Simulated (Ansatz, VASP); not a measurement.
## One calculation of InSb, two programs

```
In Sb
1.0
     5.35700    0.00000    0.00000
     0.00000    5.71200    0.00000
     0.00000    0.00000    3.06300
In Sb
2 2
Cartesian
  0.0000 0.0000 0.0000
  2.6785 2.8560 0.0000
  2.6785 0.0000 2.5576
  0.0000 2.8560 0.5054
```

Alike in both runs: task electric field gradients; functional RPBE; k mesh 9 × 8 × 15; occupations fermi-dirac, width 0.05 eV; no spin polarisation.

|  | VASP | Ansatz |
| --- | --- | --- |
| version | VASP 6.6.1 | Ansatz 0.2.0 |
| potentials or method | VASP PAW PBE potentials, release 64 (In_d, Sb) | plane-wave PAW, scalar-relativistic |
| plane-wave cutoff (eV) | 520 | 420 |
| valence electrons in the cell | 36 | 56 |

Ansatz gave:

```
pressure (GPa)                                                : 19.7
traceless stress, the component that is largest in VASP (GPa) : 10.65
rms of the force components (eV/Å)                            : 0.343
size of Vzz on the site where it differs most (V/Å²)          : 64.5
```

**Question.** Estimate VASP's values.

**Answer.** Pressure (GPa): 19.6; traceless stress, the component that is largest in VASP (GPa): 10.61; rms of the force components (eV/Å): 0.343; size of Vzz on the site where it differs most (V/Å²): 72.3.

VASP's potentials were made for PBE, not for RPBE. Atom by atom the forces differ by 0.001 eV/Å (rms over components). VASP's potentials hold 36 valence electrons a cell and Ansatz's 56, so a difference there can come from the potentials and not from the codes.

Neither program's run includes spin-orbit coupling.
